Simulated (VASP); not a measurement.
Set up this calculation in VASP 6.6.1, as the native input.

```yaml
Task: single point
Functional: PBE
Potentials_or_basis: VASP PAW PBE potentials, release 64 (C)
Cutoff: 520 eV
k_mesh: 3 × 3 × 3
Occupations: fermi-dirac, width 0.01 eV
Spin: collinear spin
Dipole_correction: no
Further_INCAR_settings: LREAL = Auto; ALGO = Normal; EDIFF = 1e-06; NBANDS = 97
```

The structure of C (a cell with a defect) lies in POSCAR:

```
C
1.0
    7.4099999999      0.0000000000      0.0000000000
   -3.7050000000      6.4172482420      0.0000000000
    0.0000000000      0.0000000000      6.7900000000
C
35
Direct
   -0.0009336176      0.3307413280      0.0025968356
   -0.0009336176      0.6683250544      0.0025968356
    0.3316749456      0.0009336176      0.0025968356
    0.3316749456      0.3307413280      0.0025968356
    0.3333333333      0.6666666667      0.0025664989
    0.6692586720      0.0009336176      0.0025968356
    0.6666666667      0.3333333333      0.0025800102
    0.6692586720      0.6683250544      0.0025968356
    0.0000000000      0.0000000000      0.5025649634
   -0.0000634803      0.3332415299      0.5025615730
   -0.0000634803      0.6666949899      0.5025615730
    0.3333050101      0.0000634803      0.5025615730
    0.3333050101      0.3332415299      0.5025615730
    0.3333333333      0.6666666667      0.5025496791
    0.6667584701      0.0000634803      0.5025615730
    0.6666666667      0.3333333333      0.5025385060
    0.6667584701      0.6666949899      0.5025615730
    0.1149478139      0.2298956278      0.0026054960
    0.1118627514      0.5559313757      0.0025712058
    0.1149478139      0.8850521861      0.0026054960
    0.4457026459      0.2228513229      0.0025851012
    0.4440686243      0.5559313757      0.0025712058
    0.4440686243      0.8881372486      0.0025712058
    0.7771486771      0.2228513229      0.0025851012
    0.7771486771      0.5542973541      0.0025851012
    0.7701043722      0.8850521861      0.0026054960
    0.2222168829      0.1111084414      0.5025591939
    0.2221658018      0.4443316036      0.5025474191
    0.2221658018      0.7778341982      0.5025474191
    0.5555449167      0.1110898334      0.5025482142
    0.5555449167      0.4444550833      0.5025482142
    0.5556683964      0.7778341982      0.5025474191
    0.8888915586      0.1111084414      0.5025591939
    0.8889101666      0.4444550833      0.5025482142
    0.8888915586      0.7777831171      0.5025591939
```

This cell differs from its parent crystal: atoms taken out, then relaxed in part.

The input as run:

INCAR

```
SYSTEM = C
  PREC = Accurate
  ENCUT = 520
  EDIFF = 1E-6
  ISMEAR = -1
  SIGMA = 0.01
  LREAL = Auto
  LASPH = .True.
  NELM = 150
  ALGO = Normal
  ISIF = 2
  LWAVE = .False.
  LCHARG = .True.
  ISPIN = 2
  MAGMOM = 0 0 0 0 0 0 0 0 0 0 0 0 0 0 0 0 0 0.5 0 0.5 0 0 0 0 0 0.5 0 0 0 0 0 0 0 0 0
  LORBIT = 11
  GGA = PE
  LELF = .True.
  LVHAR = .True.
  NBANDS = 97
```

KPOINTS

```
regular mesh
0
Gamma
  3 3 3
  0 0 0
```

Potentials or basis: VASP PAW PBE potentials, release 64 (C).

Run with:

```console
$ cat potpaw_PBE.64/C/POTCAR > POTCAR
$ mpirun -np 1 vasp_std > vasp.out
```

Results of the run:

```yaml
Pressure: -1.1 GPa
Largest_force: 0.452 eV/Å
Net_moment: 0.08 μB per cell
Valence_electrons_inside_the_program's_atomic_spheres: C 2.64, 2.65, 2.47, 2.61, 2.66 (each value once)
```

Caveat: the cell differs from its parent crystal (atoms taken out, then relaxed in part).

Run time: 25 min on 1 thread of Oxide Virtual Turin-like Processor (shared host), peak memory 0.62 GiB.
